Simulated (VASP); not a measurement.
Here is a VASP 6.6.1 calculation.

File INCAR:

```
SYSTEM = Ge
PREC = Accurate
ENCUT = 520
EDIFF = 1E-7
ISMEAR = -1
SIGMA = 0.05
LREAL = .False.
LASPH = .True.
NELM = 80
ALGO = Normal
ISIF = 2
LWAVE = .False.
LCHARG = .False.
GGA = PS
NBANDS = 36
```

File KPOINTS:

```
Automatic mesh
0
Gamma
  4 4 2
  0 0 0
```

File POSCAR:

```
Ge
1.0
    4.0504045371      0.0000000000      0.0000000000
   -2.0252022685      3.5077532247      0.0000000000
    0.0000000000      0.0000000000     10.9933590000
Ge
4
Direct
    0.6666666667      0.3333333333      0.4148480000
    0.3333333333      0.6666666667      0.9148480000
    0.0000000000      0.0000000000      0.4774520000
    0.0000000000      0.0000000000      0.9774520000
```

Potentials or basis: VASP PAW PBE potentials, release 64 (Ge_d).

Command:

```sh
$ cat potpaw_PBE.64/Ge_d/POTCAR > POTCAR
$ mpirun -np 1 vasp_std > vasp.out
```

(1) Predict the band gap on the k mesh.

(2) Predict the largest force.

(3) Predict the pressure.

Results:

(1) 0.78 eV, direct.

(2) 0.164 eV/Å.

(3) -1.5 GPa.

Caveat: the k points lie up to 0.45 Å⁻¹ apart; the PAW data sets were made with another functional, which shifts forces and pressure a little.
